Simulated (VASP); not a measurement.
Set up this calculation in VASP 6.6.1, as the native input.

```
Task                   : relaxation of the atoms
Functional             : PBE
Potentials or basis    : VASP PAW PBE potentials, release 64 (Zn, O)
Cutoff                 : 520 eV
k mesh                 : 11 × 11 × 6
Occupations            : fermi-dirac, width 0.02 eV
Spin                   : no spin polarisation
Dipole correction      : no
Further INCAR settings : ALGO = Normal; EDIFF = 1e-07; IBRION = 2; EDIFFG = -0.02; NSW = 80
```

The structure of ZnO lies in POSCAR:

```
ZnO
1.0
    3.2494000000      0.0000000000      0.0000000000
   -1.6247000000      2.8140629471      0.0000000000
    0.0000000000      0.0000000000      5.0997240000
Zn O
2 2
Direct
    0.3333333333      0.6666666667      0.0004799578
    0.6666666667      0.3333333333      0.5004799578
    0.3333333333      0.6666666667      0.3816200422
    0.6666666667      0.3333333333      0.8816200422
```

This cell differs from its parent crystal: z stretched by -2 %.

These files were run (other wordings do the same):

INCAR

```
ALGO     = Normal         # electronic algorithm
EDIFF    = 1E-7           # SCF threshold, eV
EDIFFG   = -0.02          # ionic threshold
ENCUT    = 520            # plane-wave cutoff, eV
GGA      = PE             # functional
GGA_COMPAT= False        
IBRION   = 2              # ionic algorithm
ISIF     = 2              # what is computed and relaxed
ISMEAR   = -1             # smearing method
LASPH    = True           # aspherical terms in the spheres
LCHARG   = False          # write CHGCAR
LREAL    = False          # projectors in reciprocal space
LWAVE    = False          # write WAVECAR
NELM     = 120            # most SCF steps
NELMIN   = 4            
NSW      = 80             # ionic steps
PREC     = Accurate       # precision mode
SIGMA    = 0.02           # smearing width, eV
```

KPOINTS

```
k-points
0
Gamma
  11 11 6
```

Potentials or basis: VASP PAW PBE potentials, release 64 (Zn, O).

Launch:

```sh
$ cat potpaw_PBE.64/Zn/POTCAR potpaw_PBE.64/O/POTCAR > POTCAR
$ mpirun -np 1 vasp_std > vasp.out
```

Results of the run:

```yaml
Energy_gained_by_relaxing: 1.8 meV/atom
Ionic_steps: 3
Pressure_after_relaxing: 9.2 GPa
Band_gap_on_the_k_mesh: 0.84 eV
```

Caveat: the cell differs from its parent crystal (z stretched by -2 %).

Run time: 3 min on 1 thread of AMD EPYC 7R43 64-Core Processor (Zen 3), with other jobs on the host, peak memory 0.16 GiB.
